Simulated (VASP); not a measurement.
CdS:

```
Cd S
1.0
     0.00000    2.93921    2.93921
     2.93921    0.00000    2.93921
     2.93921    2.93921    0.00000
Cd S
1 1
Cartesian
  0.0000 0.0000 0.0000
  1.4696 1.4696 1.4696
```

Base run:

```yaml
Program: VASP 6.6.1
Functional: PBE
Potentials_or_basis: VASP PAW PBE potentials, release 64 (Cd, S)
Cutoff: 520 eV
k_mesh: 6 × 6 × 6
Occupations: gaussian, width 0.01 eV
Spin: no spin polarisation
```

Its results: band gap on the k mesh 1.10 eV; pressure 1.7 GPa.

Q: The run is repeated on the same cell with these changes: functional from PBE to HSE06; k mesh from 6 × 6 × 6 to 4 × 4 × 4. What comes out?

A: Band gap on the k mesh 2.12 eV; pressure 0.7 GPa.

Several settings changed at once.

Caveats: some runs use coarse meshes; the PAW data sets were made with another functional, which shifts forces and pressure a little (at least some runs).

